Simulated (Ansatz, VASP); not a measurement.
**Ba2SrN2: VASP beside Ansatz**

Contents of INCAR:

```
SYSTEM = Ba2SrN2
PREC     = Accurate       ! precision mode
ENCUT    = 520            ! plane-wave cutoff, eV
EDIFF    = 1E-7           ! SCF threshold, eV
ISMEAR   = -1             ! smearing method
SIGMA    = 0.05           ! smearing width, eV
LREAL    = .False.        ! projectors in reciprocal space
LASPH    = .True.         ! aspherical terms in the spheres
NELM     = 100            ! most SCF steps
ALGO     = Normal         ! electronic algorithm
ISIF     = 2              ! what is computed and relaxed
LWAVE    = .False.        ! write WAVECAR
LCHARG   = .False.        ! write CHGCAR
GGA      = PE             ! functional
IVDW     = 13             ! dispersion correction
NBANDS   = 28             ! bands
```

Contents of KPOINTS:

```
regular mesh
0
Gamma
  6 6 2
  0 0 0
```

File POSCAR:

```
Ba2SrN2
1.0
    3.9305740000      0.0000000000      0.0000000000
   -1.9652870000      3.4039770000      0.0000000000
    0.0000000000      0.0000000000     10.5606640000
Ba Sr N
2 1 2
Direct
    0.6666666667      0.3333333333      0.2154780000
    0.3333333333      0.6666666667      0.7845220000
    0.0000000000      0.0000000000      0.5000000000
    0.6666666667      0.3333333333      0.6607440000
    0.3333333333      0.6666666667      0.3392560000
```

Input for Ansatz:

```yaml
crystal:
  lattice:
    - [3.930574, 0.0, 0.0]
    - [-1.965287, 3.403977, 0.0]
    - [0.0, 0.0, 10.560664]
  atoms:
    - { symbol: Ba, position: [0.6666666666666666, 0.3333333333333333, 0.215478] }
    - { symbol: Ba, position: [0.3333333333333333, 0.6666666666666666, 0.784522] }
    - { symbol: Sr, position: [0.0, 0.0, 0.5] }
    - { symbol: "N", position: [0.6666666666666666, 0.3333333333333333, 0.660744] }
    - { symbol: "N", position: [0.3333333333333333, 0.6666666666666666, 0.339256] }
kpoints:
  mp_grid:
    grid: [6, 6, 2]
hamiltonian:
  xc: pbe
  dispersion: d4
  pseudopotentials:
    kind: nc
scf:
  occupations:
    method: fermi_dirac
    width: 0.05
output:
  stress: true
```

Alike in both runs: task single point; functional PBE; dispersion D4; k mesh 6 × 6 × 2; occupations fermi-dirac, width 0.05 eV; no spin polarisation.

|  | VASP | Ansatz |
| --- | --- | --- |
| version | VASP 6.6.1 | Ansatz 0.2.0 |
| potentials or method | VASP PAW PBE potentials, release 64 (Ba_sv, Sr_sv, N) | plane waves, norm-conserving potentials |
| plane-wave cutoff (eV) | 520 | 1240 |
| valence electrons in the cell | 40 | 40 |

Ansatz gave:

```
pressure (GPa)                                                : -2.1
traceless stress, the component that is largest in VASP (GPa) : 0.21
```

Task: What did VASP give for the same quantities?

Result: Pressure (GPa): -1.0; traceless stress, the component that is largest in VASP (GPa): 0.02.

Neither program's run includes spin-orbit coupling.
